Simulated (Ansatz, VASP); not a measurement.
# GdN: VASP beside Ansatz

File INCAR:

```
SYSTEM = GdN
  PREC = Accurate
  ENCUT = 600
  EDIFF = 1E-6
  ISMEAR = -1
  SIGMA = 0.15
  LREAL = .False.
  LASPH = .True.
  NELM = 200
  ALGO = Normal
  ISIF = 2
  LWAVE = .False.
  LCHARG = .True.
  ISPIN = 2
  MAGMOM = 7 0
  LORBIT = 11
  LMAXMIX = 6
  GGA = PE
  LELF = .True.
  LVHAR = .True.
  NBANDS = 22
  GGA_COMPAT = .False.
```

Contents of KPOINTS:

```
regular mesh
0
Gamma
  3 3 3
  0 0 0
```

The input POSCAR:

```
GdN
1.0
    0.0000000000      2.4500000000      2.4500000000
    2.4500000000      0.0000000000      2.4500000000
    2.4500000000      2.4500000000      0.0000000000
Gd N
1 1
Direct
    0.0000000000      0.0000000000      0.0000000000
    0.4081632653      0.4081632653     -0.4081632653
```

Input for Ansatz:

```yaml
crystal:
  atoms:
  - position: [0.0, 0.0, 0.0]
    spin: 7
    symbol: Gd
  - position: [0.40816326530612235, 0.40816326530612235, -0.40816326530612235]
    symbol: N
  lattice:
  - [0.0, 2.45, 2.45]
  - [2.45, 0.0, 2.45]
  - [2.45, 2.45, 0.0]
hamiltonian:
  dispersion: none
  pseudopotentials:
    kind: all_electron
    lapw: {}
    relativity: scalar
  xc: pbe
kpoints:
  mp_grid:
    grid: [3, 3, 3]
    shift: [0, 0, 0]
magnetization: {spin_polarized: true}
output: {forces: true, stress: true}
scf:
  occupations: {method: fermi_dirac, width: 0.15}
```

Alike in both runs: task single point; functional PBE; k mesh 3 × 3 × 3; occupations fermi-dirac, width 0.15 eV; collinear spin.

|  | VASP | Ansatz |
| --- | --- | --- |
| version | VASP 6.6.1 | Ansatz 0.2 development build |
| potentials or method | VASP PAW PBE potentials, release 64 (Gd, N), cutoff 600 eV | all-electron full-potential LAPW, scalar-relativistic |

```csv
,VASP,Ansatz,Ansatz less VASP
pressure (GPa),19.9,19.4,-0.43
"traceless stress, the component that is largest in VASP (GPa)",25.80,24.93,-0.870
rms of the force components (eV/Å),2.182,2.115,-0.0676
net moment per atom (μB),3.50,3.50,-0.001
size of the moment on the site where the two differ most (μB),6.78,6.86,+0.077
```

Site moments also hang on the region over which each program counts them. Atom by atom the forces differ by 0.068 eV/Å (rms over components). Ansatz ran all-electron here, and VASP with PAW potentials.

The k mesh is coarse, so the values compare programs but aren't converged. Neither program's run includes spin-orbit coupling.
